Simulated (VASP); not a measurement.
Input of a VASP 6.6.1 run:

Contents of INCAR:

```
PREC = Accurate
ENCUT = 600
EDIFF = 1E-6
ISMEAR = -1
SIGMA = 0.05
LREAL = F
LASPH = T
NELM = 80
ALGO = Normal
ISIF = 3
LWAVE = F
LCHARG = F
GGA = PE
IBRION = 2
NSW = 60
EDIFFG = -0.005
PSTRESS = 0.15
```

KPOINTS

```
regular mesh
0
Gamma
  11 11 11
```

The input POSCAR:

```
SnTe
1.0
    0.0000000000      3.4051279040      3.4051279040
    3.4051279040      0.0000000000      3.4051279040
    3.4051279040      3.4051279040      0.0000000000
Sn Te
1 1
Direct
    0.0000000000      0.0000000000      0.0000000000
    0.2500000000      0.2500000000      0.2500000000
```

Potentials or basis: VASP PAW PBE potentials, release 64 (Sn_d, Te).

The run is started by

```console
$ cat potpaw_PBE.64/Sn_d/POTCAR potpaw_PBE.64/Te/POTCAR > POTCAR
$ mpirun -np 1 vasp_std > vasp.out
```

(1) Predict the relaxed volume.

(2) What does it give for the band gap on the k mesh?

(3) Predict the relaxed cell.

Answers

(1) 46.89 Å³/atom.

(2) 0.18 eV (least direct gap 0.80 eV).

(3) a = 5.100 Å, b = 5.100 Å, c = 5.100 Å, α = 60.00°, β = 60.00°, γ = 60.00°.

Caveat: the cell is relaxed towards a set pressure, so the run minimises the enthalpy, not the energy; the volume moved by over 15 % at a fixed basis, so the end points are rough; spin-orbit coupling is left out, which moves the levels of the heavy elements; an odd mesh through Γ misses points on the zone boundary, where band edges can lie.
